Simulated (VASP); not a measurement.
**Ir: single point with LDA**

Crystal: Ir.

```
Ir
1.0
     0.00000    1.90609    1.90609
     1.90609    0.00000    1.90609
     1.90609    1.90609    0.00000
Ir
1
Cartesian
  0.0000 0.0000 0.0000
```

* Program: VASP 6.6.1
* Task: single point
* Functional: LDA
* Potentials or basis: VASP PAW LDA potentials, release 64 (Ir_sv_GW)
* Cutoff: 560 eV
* k mesh: 14 × 14 × 14
* Occupations: fermi-dirac, width 0.2 eV
* Spin: no spin polarisation

```json
{
 "Pressure": "0.6 GPa",
 "Band gap on the k mesh": "zero (an odd number of electrons rules out a gap without spin polarisation)"
}
```

Levels at points of the mesh, in eV from the Fermi level:
| k point | band 6 | band 7 | band 8 | band 9 | band 10 | band 11 |
| --- | --- | --- | --- | --- | --- | --- |
| (0.00, 0.00, 0.00) | -3.98 | -3.98 | -3.98 | -1.17 | -1.17 | 13.63 |
| (0.50, 0.00, 0.00) | -4.08 | -4.08 | -0.70 | 1.00 | 1.00 | 7.56 |
| (0.50, 0.50, 0.00) | -7.54 | 0.98 | 1.60 | 1.60 | 1.79 | 10.90 |

Run time: 24 s on 1 thread of Intel(R) Xeon(R) Platinum 8259CL CPU @ 2.50GHz (Skylake/Cascade Lake) (shared host), peak memory 0.15 GiB.

Caveat: spin-orbit coupling is left out, which moves the levels of the heavy elements.
